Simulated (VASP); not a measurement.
**Br: single point with PBE**

The system is Br.

```
Br
1.0
    -1.89304    1.89304    1.89304
     1.89304   -1.89304    1.89304
     1.89304    1.89304   -1.89304
Br
1
Direct
  0.00000 0.00000 0.00000
```

| Property | Result |
| --- | --- |
| Program | VASP 6.6.1 |
| Task | single point |
| Functional | PBE |
| Potentials or basis | VASP PAW PBE potentials, release 64 (Br) |
| Cutoff | 520 eV |
| k mesh | 16 × 16 × 16 |
| Occupations | methfessel-paxton, width 0.02 eV |
| Spin | no spin polarisation |

| Property | Result |
| --- | --- |
| Pressure | -0.5 GPa |

Levels at points of the mesh, in eV from the Fermi level:
```tsv
k point	band 2	band 3	band 4	band 5	band 6	band 7
(0.00, 0.00, 0.00)	0.68	0.68	0.68	7.70	12.65	12.65
(0.50, 0.00, 0.00)	-4.36	-0.77	0.43	7.59	9.69	15.86
(0.50, 0.50, 0.50)	-2.49	-2.49	-2.49	6.53	6.53	19.65
```

Run time: 23 s on 1 thread of Intel Xeon 8259CL (shared host), peak memory 0.16 GiB.

Caveat: an odd number of electrons without spin polarisation forces a metal; a magnetic or distorted state may lie lower.
